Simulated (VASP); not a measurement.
Set up this calculation in VASP 6.6.1, as the native input.

```
Task                   : single point
Functional             : PBE
Potentials or basis    : VASP PAW PBE potentials, release 64 (B, P)
Cutoff                 : 500 eV
k mesh                 : 4 × 4 × 4
Occupations            : gaussian, width 0.2 eV
Spin                   : no spin polarisation
Dipole correction      : no
Further INCAR settings : ALGO = Normal; EDIFF = 1e-06; NBANDS = 19
```

The structure of B5P lies in POSCAR:

```
B5P
1.0
    4.2793155651      0.0000000000      0.0000000000
    0.0000000000      4.2793155651      0.0000000000
    0.0000000000      0.0000000000      4.4156786637
B P
5 1
Direct
    0.6949188177      0.0000000000      0.3597520985
    0.3050811823      0.0000000000      0.3597520985
    0.0000000000      0.6949188177      0.3597520985
    0.0000000000      0.3050811823      0.3597520985
    0.0000000000      0.0000000000      0.1134080449
    0.0000000000      0.0000000000      0.6852745909
```

The cell was built from a structure type or drawn by symmetry, and may not be a known phase.

The input as run:

INCAR

```
SYSTEM = B5P
ALGO     = Normal         ! electronic algorithm
EDIFF    = 1E-6           ! SCF threshold, eV
ENCUT    = 500            ! plane-wave cutoff, eV
GGA      = PE             ! functional
GGA_COMPAT= .FALSE.      
ISIF     = 2              ! what is computed and relaxed
ISMEAR   = 0              ! smearing method
LASPH    = .TRUE.         ! aspherical terms in the spheres
LCHARG   = .TRUE.         ! write CHGCAR
LELF     = .TRUE.         ! ELF
LREAL    = .FALSE.        ! projectors in reciprocal space
LVHAR    = .TRUE.       
LWAVE    = .FALSE.        ! write WAVECAR
NBANDS   = 19             ! bands
NELM     = 120            ! most SCF steps
PREC     = Accurate       ! precision mode
SIGMA    = 0.2            ! smearing width, eV
```

KPOINTS

```
k-points
0
G
  4 4 4
  0 0 0
```

Potentials or basis: VASP PAW PBE potentials, release 64 (B, P).

The run is started by

```console
$ cat potpaw_PBE.64/B/POTCAR potpaw_PBE.64/P/POTCAR > POTCAR
$ mpirun -np 1 vasp_std > vasp.out
```

Results of the run:

The pressure is 0.0 GPa. The largest force is 0.052 eV/Å and the band gap on the k mesh is 0.88 eV (least direct gap 1.11 eV).

Wall time 35 s on 1 thread of Intel Xeon 8259CL, on a shared host, peak memory 0.17 GiB.
